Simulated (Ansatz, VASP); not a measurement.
## One calculation of Mg, two programs

INCAR

```
PREC = Accurate
ENCUT = 520
EDIFF = 1E-7
ISMEAR = -1
SIGMA = 0.05
LREAL = F
LASPH = T
NELM = 100
ALGO = Normal
ISIF = 2
LWAVE = F
LCHARG = F
GGA = CA
NBANDS = 7
```

KPOINTS

```
Automatic mesh
0
Gamma
  16 16 16
```

POSCAR

```
Mg
1.0
    0.0000000000      2.2164650496      2.2164650496
    2.2164650496      0.0000000000      2.2164650496
    2.2164650496      2.2164650496      0.0000000000
Mg
1
Direct
    0.0000000000      0.0000000000      0.0000000000
```

Input for Ansatz:

```yaml
crystal:
  lattice:
    - [0.0, 2.2164650496, 2.2164650496]
    - [2.2164650496, 0.0, 2.2164650496]
    - [2.2164650496, 2.2164650496, 0.0]
  atoms:
    - { symbol: Mg, position: [0.0, 0.0, 0.0] }
kpoints:
  mp_grid: { grid: [16, 16, 16] }
  band_path:
    path:
      - [0.0, 0.0, 0.0]
      - [0.5, 0.0, 0.5]
      - [0.625, 0.25, 0.625]
      - [0.375, 0.375, 0.75]
      - [0.0, 0.0, 0.0]
      - [0.5, 0.5, 0.5]
      - [0.5, 0.25, 0.75]
      - [0.5, 0.0, 0.5]
    npoints: 14
scf:
  occupations: { method: fermi_dirac, width: 0.05 }
hamiltonian:
  xc: lda
  pseudopotentials: { kind: all_electron, lapw: { basis_error: 0.001 } }
output:
  forces: true
  stress: true
  eigenvalues: true
  populations: true
  dos: { projected: true, de: 0.2, e_range: [-14, 8] }
```

Alike in both runs: task single point; functional LDA; k mesh 16 × 16 × 16; occupations fermi-dirac, width 0.05 eV; no spin polarisation.

|  | VASP | Ansatz |
| --- | --- | --- |
| version | VASP 6.6.1 | Ansatz 0.2.0 |
| potentials or method | VASP PAW LDA potentials, release 64 (Mg), cutoff 520 eV | all-electron LAPW, scalar-relativistic |

|  | VASP | Ansatz | Ansatz less VASP |
| --- | --- | --- | --- |
| pressure (GPa) | -0.3 | 0.0 | +0.35 |

LDA's correlation is that of Perdew and Zunger in VASP and of Perdew and Wang (1992) in Ansatz. Ansatz ran all-electron here, and VASP with PAW potentials.
